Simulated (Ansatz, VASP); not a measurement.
One calculation of Ti3Al, two programs

File INCAR:

```
PREC = Accurate ; ENCUT = 600
EDIFF = 1E-7 ; ISMEAR = 0
SIGMA = 0.1 ; LREAL = False
LASPH = True ; NELM = 60
ALGO = Normal ; ISIF = 3
LWAVE = False ; LCHARG = False
GGA = PE ; IBRION = 2
NSW = 90 ; EDIFFG = -0.04
```

Contents of KPOINTS:

```
regular mesh
0
Gamma
  4 4 4
```

Contents of POSCAR:

```
Ti3Al
1.0
    3.8812112600      0.0000000000      0.0000000000
    0.0000000000      3.8812112600      0.0000000000
    0.0000000000      0.0000000000      3.8812112600
Ti Al
3 1
Direct
    0.0000000000      0.5000000000      0.5000000000
    0.5000000000      0.0000000000      0.5000000000
    0.5000000000      0.5000000000      0.0000000000
    0.0000000000      0.0000000000      0.0000000000
```

Input for Ansatz:

```yaml
crystal:
  lattice:
    - [3.88121126, 0.0, 0.0]
    - [0.0, 3.88121126, 0.0]
    - [0.0, 0.0, 3.88121126]
  atoms:
    - { symbol: Ti, position: [0.0, 0.5, 0.5] }
    - { symbol: Ti, position: [0.5, 0.0, 0.5] }
    - { symbol: Ti, position: [0.5, 0.5, 0.0] }
    - { symbol: Al, position: [0.0, 0.0, 0.0] }
basis:
  ecutwfc: 420
kpoints:
  mp_grid: { grid: [4, 4, 4] }
hamiltonian:
  xc: pbe
scf:
  occupations: { method: gaussian, width: 0.1 }
  lower_state_search: "off"
output:
  forces: true
  stress: true
  eigenvalues: true
relax:
  adjacent_minimum: "off"
  f_tol: 0.04
  max_steps: 70
  cell: { stress_tol: 0.4 }
```

Alike in both runs: task relaxation of cell and atoms; functional PBE; k mesh 4 × 4 × 4; occupations gaussian, width 0.1 eV; no spin polarisation.

|  | VASP | Ansatz |
| --- | --- | --- |
| version | VASP 6.6.1 | Ansatz 0.2.0 |
| potentials or method | VASP PAW PBE potentials, release 64 (Ti_sv, Al), cutoff 600 eV | scalar-relativistic, plane waves, PAW |
| valence electrons in the cell | 39 | 39 |

Ansatz gave:

| Item | Value |
| --- | --- |
| gap on the k mesh at the Fermi level, each at its own relaxed structure (eV) | none |
| relaxed volume (Å³/atom) | 16.64 |
| relaxed length of the cell vector where the two differ most in proportion (Å) | 4.053 |

Question: What did VASP give for the same quantities?

Answer: gap on the k mesh at the Fermi level, each at its own relaxed structure (eV): none; relaxed volume (Å³/atom): 16.62; relaxed length of the cell vector where the two differ most in proportion (Å): 4.051.

A gap of «none» marks a metal or a gap that the smearing closes.

The k mesh is coarse, so the values compare programs but aren't converged.
